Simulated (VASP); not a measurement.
# SiC (P1) in VASP: notebook, part 2 of 2

VASP 6.6.1.

### Step 5. Single point, PBEsol (mode 4 frozen in at -0.048 Å and mode 5 at -0.036 Å (largest displacements))

Contents of INCAR:

```
SYSTEM = SiC
  PREC = Accurate
  ENCUT = 520
  EDIFF = 1E-7
  ISMEAR = 0
  SIGMA = 0.05
  LREAL = .False.
  LASPH = .True.
  NELM = 80
  ALGO = Normal
  ISIF = 2
  LWAVE = .False.
  LCHARG = .False.
  GGA = PS
  NBANDS = 11
```

Contents of KPOINTS:

```
regular mesh
0
Gamma
  10 10 10
  0 0 0
```

Contents of POSCAR:

```
SiC
1.0
    0.0000000000      2.1783895848      2.1783895848
    2.1783895848      0.0000000000      2.1783895848
    2.1783895848      2.1783895848      0.0000000000
Si C
1 1
Direct
   -0.0011779326      0.0082455281      0.0011779326
    0.7527543283      0.7307197022      0.7472456717
```

Potentials or basis: VASP PAW PBE potentials, release 64 (Si, C).

The run is started by

```bash
$ cat potpaw_PBE.64/Si/POTCAR potpaw_PBE.64/C/POTCAR > POTCAR
$ mpirun -np 1 vasp_std > vasp.out
```

OUTCAR:

```text
SYSTEM = SiC
   PREC = Accurate
   ENCUT = 520
   EDIFF = 1E-7
   ISMEAR = 0
   LREAL = .False.
   LASPH = .True.
   NELM = 80
   ISIF = 2
   GGA = PS

 ion  position               nearest neighbor table
   1  0.999  0.008  0.001-   2 1.82   2 1.88   2 1.90   2 1.96
   2  0.753  0.731  0.747-   1 1.82   1 1.88   1 1.90   1 1.96

  LATTYP: Found a face centered cubic cell.
 ALAT       =     4.3567791696

  Lattice vectors:

 A1 = (   0.0000000000,   2.1783895848,   2.1783895848)
 A2 = (   2.1783895848,   0.0000000000,   2.1783895848)
 A3 = (   2.1783895848,   2.1783895848,   0.0000000000)

Analysis of symmetry for initial positions (statically):
=====================================================================
 Subroutine PRICEL returns:
 Original cell was already a primitive cell.

 Routine SETGRP: Setting up the symmetry group for a
 face centered cubic supercell.

 Subroutine GETGRP returns: Found  1 space group operations
 (whereof  1 operations were pure point group operations)
 out of a pool of 48 trial point group operations.

The static configuration has the point symmetry C_1 .

Analysis of symmetry for dynamics (positions and initial velocities):
=====================================================================
 Subroutine PRICEL returns:
 Original cell was already a primitive cell.

 Routine SETGRP: Setting up the symmetry group for a
 face centered cubic supercell.

 Subroutine GETGRP returns: Found  1 space group operations
 (whereof  1 operations were pure point group operations)
 out of a pool of 48 trial point group operations.

The dynamic configuration has the point symmetry C_1 .

 Subroutine INISYM returns: Found  1 space group operations
 (whereof  1 operations are pure point group operations),
 and found     1 'primitive' translations

----------------------------------------------------------------------------------------

                                     Primitive cell

  volume of cell :      20.6746

  direct lattice vectors                    reciprocal lattice vectors
[... 112 lines left out ...]
   GGA     = PS    functional components
   LHFCALC =     F    Hartree Fock is set to
   AEXX    =    0.0000 exact exchange contribution
   IVDW    =     0    specifies the selected vdW correction
   LEPSILON=     F    determine dielectric tensor
   LRPA    =     F    only Hartree local field effects (RPA)
 non-spin polarized calculation
 Gauss-broadening in eV      SIGMA  =   0.05
  energy-cutoff  :      520.00
  volume of cell :       20.67
 maximum number of plane-waves:       568
   NGX = 11   NGY = 11   NGZ = 11

 number of electron       8.0000000 magnetization

 Free energy of the ion-electron system (eV)
  ---------------------------------------------------
  ext. energy  EPLUGINS =         0.00000000
  ---------------------------------------------------
  free energy    TOTEN  =       -15.84433260 eV

  energy without entropy =      -15.84433260  energy(sigma->0) =      -15.84433260

 E-fermi :   8.7657     XC(G=0): -11.5083

 val. band max:        8.4484660597   @ k =   0.0000   0.0000   0.0000
 cond. band min:       9.2778613051   @ k =   0.5000   0.0000   0.5000
 fundamental gap:      0.8293952455
 Fermi energy:         8.7657153754

 k-point     1 :       0.0000    0.0000    0.0000
  band No.  band energies     occupation
      1      -7.3699      2.00000
      2       7.6459      2.00000
      3       8.0688      2.00000
      4       8.4485      2.00000
      5      14.2279      0.00000
      6      15.1824      0.00000
      7      15.2935      0.00000
      8      15.5072      0.00000
      9      22.5092      0.00000
     10      22.5125      0.00000
     11      24.3002      0.00000
[... 309 lines left out ...]
 k-point    24 :       0.1000    0.0000    0.1000
  band No.  band energies     occupation
      1      -7.1084      2.00000
      2       7.0256      2.00000
      3       7.5894      2.00000
      4       7.8469      2.00000
      5      14.4589      0.00000
      6      14.9819      0.00000
      7      16.0026      0.00000
      8      16.1258      0.00000
      9      20.1006      0.00000
     10      22.8087      0.00000
     11      25.2653      0.00000

 [... further k-points ...]
[... 5 lines left out ...]
  --------------------------------------------------------------------------------------
  -------------------------------------------------------------------------------------
  Total        0.1037487      0.2194596      0.1534958     -0.4518399     -0.5989035      0.1364368
  in kB        8.0400091     17.0070344     11.8951607    -35.0153549    -46.4120530     10.5731729
  external PRESSURE =      12.3140681 kB  Pullay stress =       0.0000000 kB

 VOLUME and BASIS-vectors are now :
 -----------------------------------------------------------------------------
  energy-cutoff  :      520.00
  volume of cell :       20.67
      direct lattice vectors                 reciprocal lattice vectors
     0.000000000  2.178389585  2.178389585    -0.229527355  0.229527355  0.229527355
     2.178389585  0.000000000  2.178389585     0.229527355 -0.229527355  0.229527355
     2.178389585  2.178389585  0.000000000     0.229527355  0.229527355 -0.229527355

 POSITION                                       TOTAL-FORCE (eV/Angst)
 -----------------------------------------------------------------------------------
      0.02053      2.17839      2.19379        -1.318194      0.244977     -0.996990
      3.21958      3.26758      3.23158         1.318194     -0.244977      0.996990
 -----------------------------------------------------------------------------------
    total drift:                                0.000034     -0.000007     -0.000015

  FREE ENERGIE OF THE ION-ELECTRON SYSTEM (eV)
  ---------------------------------------------------
  free  energy   TOTEN  =       -15.8443325952 eV

  energy  without entropy=      -15.8443325952  energy(sigma->0) =      -15.84433260
```

OSZICAR:

```text
N       E                     dE             d eps       ncg     rms          rms(c)
DAV:   1     0.271346522947E+01    0.27135E+01   -0.39847E+03 11579   0.614E+02
DAV:   2    -0.170686325698E+02   -0.19782E+02   -0.18872E+02 13756   0.110E+02
DAV:   3    -0.176654608551E+02   -0.59683E+00   -0.59562E+00 13678   0.159E+01
DAV:   4    -0.176677138848E+02   -0.22530E-02   -0.22529E-02 12712   0.123E+00
DAV:   5    -0.176677237493E+02   -0.98645E-05   -0.98645E-05 13654   0.757E-02    0.881E+00
DAV:   6    -0.159247328895E+02    0.17430E+01   -0.61410E+00 12540   0.110E+01    0.395E+00
DAV:   7    -0.158590926308E+02    0.65640E-01   -0.37691E-01 13352   0.347E+00    0.178E+00
DAV:   8    -0.158445123310E+02    0.14580E-01   -0.21461E-02 12771   0.933E-01    0.165E-01
DAV:   9    -0.158442880430E+02    0.22429E-03   -0.17591E-03 13650   0.224E-01    0.110E-01
DAV:  10    -0.158443317840E+02   -0.43741E-04   -0.12654E-04 12489   0.714E-02    0.267E-02
DAV:  11    -0.158443324183E+02   -0.63425E-06   -0.10438E-05 13353   0.185E-02    0.594E-03
DAV:  12    -0.158443325733E+02   -0.15502E-06   -0.63780E-07 12822   0.495E-03    0.105E-03
DAV:  13    -0.158443325952E+02   -0.21944E-07   -0.55151E-08  7578   0.145E-03
   1 F= -.15844333E+02 E0= -.15844333E+02  d E =-.925120E-22
```

stdout:

```text
POSCAR found type information on POSCAR SiC
 POSCAR found :  2 types and       2 ions
 scaLAPACK will be used
 -----------------------------------------------------------------------------
|                                                                             |
|                                                                             |
|     You enforced a specific xc type in the INCAR file but a different       |
|     I HOPE YOU KNOW WHAT YOU ARE DOING!                                     |
|                                                                             |
 -----------------------------------------------------------------------------

 LDA part: xc-table for (Slater+PW92), standard interpolation
 POSCAR, INCAR and KPOINTS ok, starting setup
 FFT: planning ... GRIDC
 FFT: planning ... GRID_SOFT
 FFT: planning ... GRID
 WAVECAR not read
 entering main loop
```

Wall time 55 s (1 thread of AMD EPYC 9R45 (Zen 5), shared host); peak memory 0.19 GiB.

What came out:

```
Free energy            : -15.8443 eV
Pressure               : 1.2 GPa
Largest force          : 1.671 eV/Å
Band gap on the k mesh : 0.83 eV, indirect (least direct gap 4.26 eV)
```

Forces in eV/Å, atoms in the order of the input:
```
Si  -1.318  0.245 -0.997
C    1.318 -0.245  0.997
```

Stress tensor (GPa, compression positive):
```
 0.80 -3.50  1.06
-3.50  1.70 -4.64
 1.06 -4.64  1.19
```

Caveat: the cell differs from its parent crystal (mode 4 frozen in at -0.048 Å and mode 5 at -0.036 Å (largest displacements)); the PAW data sets were made with another functional, which shifts forces and pressure a little.
